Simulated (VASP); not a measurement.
# ZrC (I4/mmm) in VASP: further runs

The runs below take ZrC through single point, with PBE.

All numbers are computed with VASP 6.6.1; they aren't measurements. Logs are shortened: lines on timing, memory, paths and dates and some standing lists are left out, and cuts for length are marked.

**1. The cell of the first run**

The structure is tetragonal, space group I4/mmm (No. 139). The conventional cell has a = 2.904 Å, b = 2.904 Å, c = 6.159 Å, α = 90.00°, β = 90.00°, γ = 90.00°. Zr (site symmetry 4/mmm) has 4 C at 2.05 Å within 2.7 Å. Within 2.7 Å of C (site symmetry 4/mmm) lie 4 Zr at 2.05 Å.

**2. Single point, PBE**

Contents of INCAR:

```
SYSTEM = ZrC
PREC = Accurate ; ENCUT = 520
EDIFF = 1E-6 ; ISMEAR = 0
SIGMA = 0.15 ; LREAL = .False.
LASPH = .True. ; NELM = 80
ALGO = Normal ; ISIF = 2
LWAVE = .False. ; LCHARG = .False.
GGA = PE ; NBANDS = 15
```

Contents of KPOINTS:

```
regular mesh
0
Gamma
  20 20 20
  0 0 0
```

Contents of POSCAR:

```
ZrC
1.0
    0.0000000000      2.0530975440      3.0796463160
    2.0530975440      0.0000000000      3.0796463160
    2.0530975440      2.0530975440      0.0000000000
Zr C
1 1
Direct
    0.5000000000      0.5000000000      0.5000000000
    0.0000000000      0.0000000000      0.0000000000
```

Potentials or basis: VASP PAW PBE potentials, release 64 (Zr_sv, C).

Launch:

```
$ cat potpaw_PBE.64/Zr_sv/POTCAR potpaw_PBE.64/C/POTCAR > POTCAR
$ mpirun -np 1 vasp_std > vasp.out
```

OUTCAR:

```text
SYSTEM = ZrC
   PREC = Accurate
   ENCUT = 520
   EDIFF = 1E-6
   ISMEAR = 0
   LREAL = .False.
   LASPH = .True.
   NELM = 80
   ISIF = 2
   GGA = PE

 ion  position               nearest neighbor table
   1  0.500  0.500  0.500-   2 2.05   2 2.05   2 2.05   2 2.05
   2  0.000  0.000  0.000-   1 2.05   1 2.05   1 2.05   1 2.05

  LATTYP: Found a body centered tetragonal cell.
 ALAT       =     2.9035183916
 C/A-ratio  =     2.1213203436

  Lattice vectors:

 A1 = (  -2.0530975440,   0.0000000000,   3.0796463160)
 A2 = (   2.0530975440,   0.0000000000,   3.0796463160)
 A3 = (   0.0000000000,   2.0530975440,  -3.0796463160)

Analysis of symmetry for initial positions (statically):
=====================================================================
 Subroutine PRICEL returns:
 Original cell was already a primitive cell.

 Routine SETGRP: Setting up the symmetry group for a
 body centered tetragonal supercell.

 Subroutine GETGRP returns: Found 16 space group operations
 (whereof 16 operations were pure point group operations)
 out of a pool of 16 trial point group operations.

The static configuration has the point symmetry D_4h.

Analysis of symmetry for dynamics (positions and initial velocities):
=====================================================================
 Subroutine PRICEL returns:
 Original cell was already a primitive cell.

 Routine SETGRP: Setting up the symmetry group for a
 body centered tetragonal supercell.

 Subroutine GETGRP returns: Found 16 space group operations
 (whereof 16 operations were pure point group operations)
 out of a pool of 16 trial point group operations.

The dynamic configuration has the point symmetry D_4h.

 Subroutine INISYM returns: Found 16 space group operations
 (whereof 16 operations are pure point group operations),
 and found     1 'primitive' translations

----------------------------------------------------------------------------------------

                                     Primitive cell

  volume of cell :      25.9627

  direct lattice vectors                    reciprocal lattice vectors
     0.000000000  2.053097544  3.079646316    -0.243534459  0.243534459  0.162356306
     2.053097544  0.000000000  3.079646316     0.243534459 -0.243534459  0.162356306
     2.053097544  2.053097544  0.000000000     0.243534459  0.243534459 -0.162356306

  length of vectors
     3.701274234  3.701274234  2.903518392     0.380759288  0.380759288  0.380759288

  position of ions in fractional coordinates (direct lattice)
     0.500000000  0.500000000  0.500000000
     0.000000000  0.000000000  0.000000000

  ion indices of the primitive-cell ions
   primitive index   ion index
                 1           1
                 2           2

----------------------------------------------------------------------------------------

 KPOINTS: regular mesh

Automatic generation of k-mesh.
 Grid dimensions read from file:
 generate k-points for:   20   20   20

 Generating k-lattice:

  Cartesian coordinates                     Fractional coordinates (reciprocal lattice)
    -0.012176723  0.012176723  0.008117815     0.050000000 -0.000000000  0.000000000
     0.012176723 -0.012176723  0.008117815    -0.000000000  0.050000000  0.000000000
     0.012176723  0.012176723 -0.008117815     0.000000000  0.000000000  0.050000000

  Length of vectors
     0.019037964  0.019037964  0.019037964

  Shift w.r.t. Gamma in fractional coordinates (k-lattice)
     0.000000000  0.000000000  0.000000000

 Subroutine IBZKPT returns following result:
 ===========================================

 Found    641 irreducible k-points:

 Following reciprocal coordinates:
            Coordinates               Weight
  0.000000  0.000000  0.000000      1.000000
  0.050000  0.000000  0.000000      8.000000
  0.100000  0.000000  0.000000      8.000000
  0.150000  0.000000  0.000000      8.000000
  0.200000  0.000000  0.000000      8.000000
  0.250000  0.000000  0.000000      8.000000
[... 16 lines left out ...]
 -0.400000  0.050000  0.000000      8.000000
 -0.350000  0.050000  0.000000      8.000000
 [... further k-points ...]
   k-points           NKPTS =    641   k-points in BZ     NKDIM =    641   number of bands    NBANDS=     15
   number of dos      NEDOS =    301   number of ions     NIONS =      2
   total plane-waves  NPLWV =  18816
   dimension x,y,z NGX =    28 NGY =   28 NGZ =   24
   dimension x,y,z NGXF=    56 NGYF=   56 NGZF=   48
   ions per type =               1   1
   NGX,Y,Z   is equivalent  to a cutoff of  12.58, 12.58, 13.74 a.u.
   NGXF,Y,Z  is equivalent  to a cutoff of  25.15, 25.15, 27.48 a.u.
 SYSTEM =  ZrC
   PREC   = accura    normal or accurate (medium, high low for compatibility)
   ISTART =      0    job   : 0-new  1-cont  2-samecut
   ICHARG =      2    charge: 1-file 2-atom 10-const
   ISPIN  =      1    spin polarized calculation?
   LNONCOLLINEAR =      F non collinear calculations
   LSORBIT =      F    spin-orbit coupling
   LASPH  =      T    aspherical Exc in radial PAW
   ENCUT  =  520.0 eV  38.22 Ry    6.18 a.u.   6.88  6.88  5.40*2*pi/ulx,y,z
   NELM   =     80;   NELMIN=  2; NELMDL= -5     # of ELM steps
   EDIFF  = 0.1E-05   stopping-criterion for ELM
   LREAL  =      F    real-space projection
   EDIFFG = 0.1E-04   stopping-criterion for IOM
   NSW    =      0    number of steps for IOM
   IBRION =     -1    ionic relax: 0-MD 1-quasi-New 2-CG
   NFREE  =      0    steps in history (QN), initial steepest desc. (CG)
   ISIF   =      2    stress and relaxation
   ISYM   =      2    0-nonsym 1-usesym 2-fastsym
   POTIM  = 0.5000    time-step for ionic-motion
   TEBEG  =    0.0;   TEEND  =   0.0 temperature during run
   PSTRESS=    0.0 pullay stress
   NELECT =      16.0000    total number of electrons
   NUPDOWN=      -1.0000    fix difference up-down
   EMIN   =  10.00;   EMAX   =-10.00  energy-range for DOS
   EFERMI =   0.00;   METHOD = LEGACY
   ISMEAR =     0;   SIGMA  =   0.15  broadening in eV -4-tet -1-fermi 0-gaus
   EFERMI_NEDOS =   21; number of points for ismear=-14 and -15
   IALGO  =     38    algorithm
   IMIX   =      4    mixing-type and parameters
     AMIX     =   0.40;   BMIX     =  1.00
     AMIX_MAG =   1.60;   BMIX_MAG =  1.00
  volume/ion in A,a.u.               =      12.98        87.60
  Fermi-wavevector in a.u.,A,eV,Ry     =   1.393151  2.632673 26.407131  1.940869
  Thomas-Fermi vector in A             =   2.516825
   LORBIT       =      0    0 simple, 1 ext, 2 COOP (PROOUT), +10 PAW based schemes
   GGA     = PE    functional components
   LHFCALC =     F    Hartree Fock is set to
   AEXX    =    0.0000 exact exchange contribution
   IVDW    =     0    specifies the selected vdW correction
   LEPSILON=     F    determine dielectric tensor
   LRPA    =     F    only Hartree local field effects (RPA)
 non-spin polarized calculation
 Gauss-broadening in eV      SIGMA  =   0.15
  energy-cutoff  :      520.00
  volume of cell :       25.96
 maximum number of plane-waves:       728
   NGX = 13   NGY = 13   NGZ = 11

 number of electron      15.9999999 magnetization

 Free energy of the ion-electron system (eV)
  ---------------------------------------------------
  ext. energy  EPLUGINS =         0.00000000
  ---------------------------------------------------
  free energy    TOTEN  =       -16.58595741 eV

  energy without entropy =      -16.58153748  energy(sigma->0) =      -16.58374744

 E-fermi :   9.6450     XC(G=0): -11.8335

 val. band max:        9.6413278081   @ k =   0.2000   0.0500   0.1000
 cond. band min:       9.6471034581   @ k =  -0.1500   0.1500   0.0500
 fundamental gap:      0.0057756500
 Fermi energy:         9.6450339373

 k-point     1 :       0.0000    0.0000    0.0000
  band No.  band energies     occupation
      1     -38.0621      2.00000
      2     -16.2211      2.00000
      3     -15.6164      2.00000
      4     -15.6164      2.00000
      5      -1.8601      2.00000
      6       8.0713      2.00000
      7       8.4352      2.00000
      8       9.3049      1.99866
      9      11.2257      0.00000
     10      11.2257      0.00000
     11      12.8270      0.00000
     12      12.8270      0.00000
     13      14.6182      0.00000
     14      21.2959      0.00000
     15      21.5060      0.00000

 k-point     2 :       0.0500    0.0000    0.0000
  band No.  band energies     occupation
      1     -38.0575      2.00000
      2     -16.2213      2.00000
      3     -15.6624      2.00000
      4     -15.6108      2.00000
      5      -1.7823      2.00000
      6       8.0025      2.00000
      7       8.4175      2.00000
      8       9.2960      1.99900
      9      10.8568      0.00000
     10      11.2338      0.00000
     11      12.8632      0.00000
     12      12.9157      0.00000
     13      15.0690      0.00000
     14      21.3809      0.00000
     15      21.6688      0.00000

 k-point     3 :       0.1000    0.0000    0.0000
  band No.  band energies     occupation
      1     -38.0442      2.00000
      2     -16.2224      2.00000
      3     -15.7934      2.00000
      4     -15.5945      2.00000
      5      -1.5557      2.00000
      6       7.7744      2.00000
      7       8.3243      2.00000
      8       9.3368      1.99634
      9      10.0777      0.00005
     10      11.3095      0.00000
     11      12.9670      0.00000
     12      13.1560      0.00000
     13      16.0957      0.00000
     14      21.5939      0.00000
     15      22.1065      0.00000
[... 343 lines left out ...]
 k-point    23 :      -0.4000    0.0500    0.0000
  band No.  band energies     occupation
      1     -37.8753      2.00000
      2     -17.2282      2.00000
      3     -16.2072      2.00000
      4     -15.3841      2.00000
      5       2.0707      2.00000
      6       4.4832      2.00000
      7       5.4683      2.00000
      8       6.0101      2.00000
      9      12.4847      0.00000
     10      14.4705      0.00000
     11      15.5213      0.00000
     12      16.6654      0.00000
     13      17.2493      0.00000
     14      23.2433      0.00000
     15      24.8718      0.00000

 k-point    24 :      -0.3500    0.0500    0.0000
  band No.  band energies     occupation
      1     -37.8900      2.00000
      2     -17.1222      2.00000
      3     -16.2007      2.00000
      4     -15.4005      2.00000
      5       1.5305      2.00000
      6       5.0519      2.00000
      7       5.6916      2.00000
      8       6.2272      2.00000
      9      11.6945      0.00000
     10      14.2681      0.00000
     11      15.1601      0.00000
     12      16.0017      0.00000
     13      18.0870      0.00000
     14      23.7589      0.00000
     15      24.0318      0.00000

 [... further k-points ...]
[... 5 lines left out ...]
  --------------------------------------------------------------------------------------
  -------------------------------------------------------------------------------------
  Total       17.3406922     17.3406922     -4.0254795      0.0000000      0.0000000     -0.0000000
  in kB     1070.1065114   1070.1065114   -248.4152200      0.0000000      0.0000000     -0.0000000
  external PRESSURE =     630.5992676 kB  Pullay stress =       0.0000000 kB

 VOLUME and BASIS-vectors are now :
 -----------------------------------------------------------------------------
  energy-cutoff  :      520.00
  volume of cell :       25.96
      direct lattice vectors                 reciprocal lattice vectors
     0.000000000  2.053097544  3.079646316    -0.243534459  0.243534459  0.162356306
     2.053097544  0.000000000  3.079646316     0.243534459 -0.243534459  0.162356306
     2.053097544  2.053097544  0.000000000     0.243534459  0.243534459 -0.162356306

 POSITION                                       TOTAL-FORCE (eV/Angst)
 -----------------------------------------------------------------------------------
      2.05310      2.05310      3.07965         0.000000     -0.000000      0.000000
      0.00000      0.00000      0.00000         0.000000      0.000000      0.000000
 -----------------------------------------------------------------------------------
    total drift:                                0.000000      0.000000      0.000000

  FREE ENERGIE OF THE ION-ELECTRON SYSTEM (eV)
  ---------------------------------------------------
  free  energy   TOTEN  =       -16.5859574072 eV

  energy  without entropy=      -16.5815374811  energy(sigma->0) =      -16.58374744
```

Wall time 90 s (1 thread of Intel Xeon 6975P-C (Granite Rapids), shared host); peak memory 0.36 GiB.

What came out:

- Free energy: -16.5860 eV
- Pressure: 63.1 GPa
- Band gap on the k mesh: zero (bands 8 and 9 overlap by 2.35 eV)

Stress tensor (GPa, compression positive):
```
107.01   0.00   0.00
  0.00 107.01   0.00
  0.00   0.00 -24.84
```

Levels at points of the mesh, in eV from the Fermi level:
| k point | band 4 | band 5 | band 6 | band 7 | band 8 | band 9 | band 10 | band 11 | band 12 | band 13 |
| --- | --- | --- | --- | --- | --- | --- | --- | --- | --- | --- |
| (0.00, 0.00, 0.00) | -25.26 | -11.51 | -1.57 | -1.21 | -0.34 | 1.58 | 1.58 | 3.18 | 3.18 | 4.97 |
| (0.50, 0.00, 0.00) | -25.02 | -7.27 | -5.50 | -4.29 | -3.71 | 4.06 | 4.95 | 5.06 | 7.10 | 7.54 |
| (0.50, 0.50, 0.00) | -25.31 | -10.91 | -3.73 | -1.82 | 1.38 | 1.38 | 5.18 | 5.22 | 5.22 | 5.92 |
| (0.50, 0.00, 0.50) | -25.72 | -11.06 | -1.35 | -0.72 | 0.05 | 0.92 | 2.43 | 3.40 | 8.58 | 9.30 |

Caveat: the stress differs along the axes, from -25 to 107 GPa.

**3. Single point, PBE**

This run uses another cell than the first one, of the same volume but with other edges.

Contents of INCAR:

```
SYSTEM = ZrC
PREC = Accurate
ENCUT = 520
EDIFF = 1E-6
ISMEAR = 0
SIGMA = 0.15
LREAL = .FALSE.
LASPH = .TRUE.
NELM = 100
ALGO = Normal
ISIF = 2
LWAVE = .FALSE.
LCHARG = .FALSE.
GGA = PE
NBANDS = 15
```

Contents of KPOINTS:

```
regular mesh
0
G
  20 20 20
  0 0 0
```

Contents of POSCAR:

```
ZrC
1.0
    0.0000000000      2.3824086587      2.2871123123
    2.3824086587      0.0000000000      2.2871123123
    2.3824086587      2.3824086587      0.0000000000
Zr C
1 1
Direct
    0.5000000000      0.5000000000      0.5000000000
    0.0000000000      0.0000000000      0.0000000000
```

Potentials or basis: VASP PAW PBE potentials, release 64 (Zr_sv, C).

Launch:

```
$ cat potpaw_PBE.64/Zr_sv/POTCAR potpaw_PBE.64/C/POTCAR > POTCAR
$ mpirun -np 1 vasp_std > vasp.out
```

OUTCAR:

```text
SYSTEM = ZrC
   PREC = Accurate
   ENCUT = 520
   EDIFF = 1E-6
   ISMEAR = 0
   LREAL = .FALSE.
   LASPH = .TRUE.
   NELM = 100
   ISIF = 2
   GGA = PE

 ion  position               nearest neighbor table
   1  0.500  0.500  0.500-   2 2.29   2 2.29   2 2.38   2 2.38   2 2.38   2 2.38
   2  0.000  0.000  0.000-   1 2.29   1 2.29   1 2.38   1 2.38   1 2.38   1 2.38

  LATTYP: Found a body centered tetragonal cell.
 ALAT       =     3.3692346362
 C/A-ratio  =     1.3576450198

  Lattice vectors:

 A1 = (   0.0000000000,  -2.3824086587,  -2.2871123123)
 A2 = (   0.0000000000,   2.3824086587,  -2.2871123123)
 A3 = (   2.3824086587,   0.0000000000,   2.2871123123)

Analysis of symmetry for initial positions (statically):
=====================================================================
 Subroutine PRICEL returns:
 Original cell was already a primitive cell.

 Routine SETGRP: Setting up the symmetry group for a
 body centered tetragonal supercell.

 Subroutine GETGRP returns: Found 16 space group operations
 (whereof 16 operations were pure point group operations)
 out of a pool of 16 trial point group operations.

The static configuration has the point symmetry D_4h.

Analysis of symmetry for dynamics (positions and initial velocities):
[... 171 lines left out ...]
      3     -16.2069      2.00000
      4     -16.1813      2.00000
      5      -1.6958      2.00000
      6      10.4746      0.00000
      7      10.4746      0.00000
      8      10.5837      0.00000
      9      10.5837      0.00000
     10      10.6989      0.00000
     11      10.9811      0.00000
     12      12.1941      0.00000
     13      12.5470      0.00000
     14      17.0598      0.00000
[... 401 lines left out ...]
      2     -16.9096      2.00000
      3     -16.2886      2.00000
      4     -16.2600      2.00000
      5       0.5878      2.00000
      6       5.2821      2.00000
      7       6.9283      2.00000
      8       7.2269      2.00000
      9      13.1417      0.00000
     10      13.1553      0.00000
     11      13.8443      0.00000
     12      17.9795      0.00000
     13      18.3808      0.00000
     14      18.5303      0.00000
     15      23.7150      0.00000

 [... further k-points ...]
[... 5 lines left out ...]
  --------------------------------------------------------------------------------------
  -------------------------------------------------------------------------------------
  Total       -0.5055237     -0.5055237      2.0569147      0.0000000     -0.0000000     -0.0000000
  in kB      -31.1962286    -31.1962286    126.9336757      0.0000000     -0.0000000     -0.0000000
  external PRESSURE =      21.5137395 kB  Pullay stress =       0.0000000 kB

 VOLUME and BASIS-vectors are now :
 -----------------------------------------------------------------------------
  energy-cutoff  :      520.00
  volume of cell :       25.96
      direct lattice vectors                 reciprocal lattice vectors
     0.000000000  2.382408659  2.287112312    -0.209871635  0.209871635  0.218616286
     2.382408659  0.000000000  2.287112312     0.209871635 -0.209871635  0.218616286
     2.382408659  2.382408659  0.000000000     0.209871635  0.209871635 -0.218616286

 POSITION                                       TOTAL-FORCE (eV/Angst)
 -----------------------------------------------------------------------------------
      2.38241      2.38241      2.28711         0.000000     -0.000000      0.000000
      0.00000      0.00000      0.00000        -0.000000      0.000000     -0.000000
 -----------------------------------------------------------------------------------
    total drift:                                0.000000      0.000000      0.000000

  FREE ENERGIE OF THE ION-ELECTRON SYSTEM (eV)
  ---------------------------------------------------
  free  energy   TOTEN  =       -19.4285760629 eV

  energy  without entropy=      -19.4253072109  energy(sigma->0) =      -19.42694164
```

stdout:

```text
POSCAR found type information on POSCAR ZrC
 POSCAR found :  2 types and       2 ions
 scaLAPACK will be used
 LDA part: xc-table for (Slater+PW92), standard interpolation
 POSCAR, INCAR and KPOINTS ok, starting setup
 FFT: planning ... GRIDC
 FFT: planning ... GRID_SOFT
 FFT: planning ... GRID
 WAVECAR not read
 entering main loop
```

Run time: 1.8 min. Hardware: 1 thread of Intel Xeon 6975P-C (Granite Rapids), shared host; peak memory 0.36 GiB.

What came out:

```
Free energy            : -19.4286 eV
Pressure               : 2.2 GPa
Band gap on the k mesh : zero (bands 8 and 9 overlap by 1.54 eV)
```

Caveat: the stress differs along the axes, from -3 to 13 GPa.
